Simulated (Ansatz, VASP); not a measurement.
# BP in VASP and in Ansatz

INCAR

```
PREC = Accurate
ENCUT = 520
EDIFF = 1E-6
ISMEAR = 0
SIGMA = 0.05
LREAL = False
LASPH = True
NELM = 80
ALGO = Normal
ISIF = 2
LWAVE = False
LCHARG = False
GGA = PE
NBANDS = 11
```

File KPOINTS:

```
regular mesh
0
Gamma
  10 10 10
```

The input POSCAR:

```
BP
1.0
    0.0000000000      2.3143800000      2.2690000000
    2.3143800000      0.0000000000      2.2690000000
    2.3143800000      2.3143800000      0.0000000000
B P
1 1
Direct
    0.0000000000      0.0000000000      0.0000000000
    0.7500000000      0.7500000000      0.7500000000
```

Input for Ansatz:

```yaml
crystal:
  lattice:
    - [0.0, 2.31438, 2.269]
    - [2.31438, 0.0, 2.269]
    - [2.31438, 2.31438, 0.0]
  atoms:
    - { symbol: B, position: [0.0, 0.0, 0.0] }
    - { symbol: P, position: [0.75, 0.75, 0.75] }
basis:
  ecutwfc: 420
kpoints:
  mp_grid: { grid: [10, 10, 10] }
hamiltonian:
  xc: pbe
scf:
  occupations: { method: gaussian, width: 0.05 }
output:
  forces: true
  stress: true
  eigenvalues: true
```

Change from the starting cell: strain +0.0200 x Voigt [1, 1, 0, 0, 0, 0], atoms carried along.

Alike in both runs: task single point; functional PBE; k mesh 10 × 10 × 10; occupations gaussian, width 0.05 eV; no spin polarisation.

|  | VASP | Ansatz |
| --- | --- | --- |
| version | VASP 6.6.1 | Ansatz 0.2.0 |
| potentials or method | VASP PAW PBE potentials, release 64 (B, P), cutoff 520 eV | scalar-relativistic, plane waves, PAW |
| valence electrons in the cell | 8 | 8 |

Ansatz gave:

```
gap on the k mesh at the Fermi level (eV)                     : 1.01
least direct gap on the mesh (eV)                             : 3.15
pressure (GPa)                                                : -5.0
traceless stress, the component that is largest in VASP (GPa) : 3.33
```

Q: What did VASP give for the same quantities?

A: gap on the k mesh at the Fermi level (eV): 1.00; least direct gap on the mesh (eV): 3.15; pressure (GPa): -5.2; traceless stress, the component that is largest in VASP (GPa): 3.33.

With one functional, cell and mesh, what is left measures potentials, basis and numerics.
